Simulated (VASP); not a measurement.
A run of VASP 6.6.1:

POSCAR

```
In
1.0
    0.0000000000      3.2801942926      3.2801942926
    3.2801942926      0.0000000000      3.2801942926
    3.2801942926      3.2801942926      0.0000000000
In
2
Direct
    0.1250000000      0.1250000000      0.1250000000
    0.8750000000      0.8750000000      0.8750000000
```

The input INCAR.step1:

```
SYSTEM = In
PREC     = Accurate       ! precision mode
ENCUT    = 600            ! plane-wave cutoff, eV
ISMEAR   = -1             ! smearing method
SIGMA    = 0.1            ! smearing width, eV
LREAL    = .False.        ! projectors in reciprocal space
LASPH    = .True.         ! aspherical terms in the spheres
NELM     = 80             ! most SCF steps
GGA      = PE             ! functional
ALGO     = Normal         ! electronic algorithm
EDIFF    = 1E-4           ! SCF threshold, eV
LWAVE    = .True.         ! write WAVECAR
LCHARG   = .False.        ! write CHGCAR
```

File INCAR.step2:

```
SYSTEM = In
PREC     = Accurate       ! precision mode
ENCUT    = 600            ! plane-wave cutoff, eV
EDIFF    = 1E-6           ! SCF threshold, eV
ISMEAR   = -1             ! smearing method
SIGMA    = 0.1            ! smearing width, eV
LREAL    = .False.        ! projectors in reciprocal space
LASPH    = .True.         ! aspherical terms in the spheres
NELM     = 80             ! most SCF steps
ALGO     = Normal         ! electronic algorithm
ISIF     = 3              ! what is computed and relaxed
LWAVE    = .False.        ! write WAVECAR
LCHARG   = .False.        ! write CHGCAR
METAGGA  = R2SCAN         ! meta-GGA
LMIXTAU  = .True.       
IBRION   = 2              ! ionic algorithm
NSW      = 80             ! ionic steps
EDIFFG   = -0.01          ! ionic threshold
ISTART   = 1
```

The input KPOINTS:

```
regular mesh
0
Gamma
  8 8 8
  0 0 0
```

Potentials or basis: VASP PAW PBE potentials, release 64 (In_d).

Command:

```sh
$ cat potpaw_PBE.64/In_d/POTCAR > POTCAR
$ cp INCAR.step1 INCAR
$ mpirun -np 1 vasp_std > vasp.out
$ cp INCAR.step2 INCAR
$ mpirun -np 1 vasp_std > vasp.out
```

Hardware: 1 thread of Intel(R) Xeon(R) Platinum 8488C (Sapphire Rapids), on a shared host.

Task: How long does it take, and how much memory?

Result: Wall time 8.1 min on 1 thread of Intel(R) Xeon(R) Platinum 8488C (Sapphire Rapids) (shared host), peak memory 0.27 GiB. Counts: k points 29, ion steps 4.
